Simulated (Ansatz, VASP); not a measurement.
One calculation of Al2GaAs3, two programs

```
CELL_PARAMETERS angstrom
-2.00688 6.02004 2.83670
2.00688 -6.02004 2.83670
2.00688 6.02004 -2.83670
ATOMIC_POSITIONS crystal
Al 0.66648 0.99981 0.66667
Al 0.33313 0.99981 0.33333
As 0.41696 0.25025 0.16671
As 0.08355 0.25025 0.83329
As 0.74968 0.24968 0.50000
Ga 0.00020 0.00020 0.00000
```

Alike in both runs: task single point; functional PBE; k mesh 8 × 8 × 8; occupations fermi-dirac, width 0.02 eV; no spin polarisation.

|  | VASP | Ansatz |
| --- | --- | --- |
| version | VASP 6.6.1 | Ansatz 0.2.0 |
| potentials or method | VASP PAW PBE potentials, release 64 (Al, As, Ga_d) | plane waves, PAW |
| plane-wave cutoff (eV) | 520 | 420 |
| valence electrons in the cell | 34 | 64 |

|  | VASP | Ansatz | Ansatz less VASP |
| --- | --- | --- | --- |
| gap on the k mesh at the Fermi level (eV) | 1.44 | 1.44 | -0.004 |
| pressure (GPa) | 2.4 | 2.2 | -0.19 |
| rms of the force components (eV/Å) | 0.023 | 0.022 | -0.0013 |

VASP's potentials hold 34 valence electrons a cell and Ansatz's 64, so a difference there can come from the potentials and not from the codes.
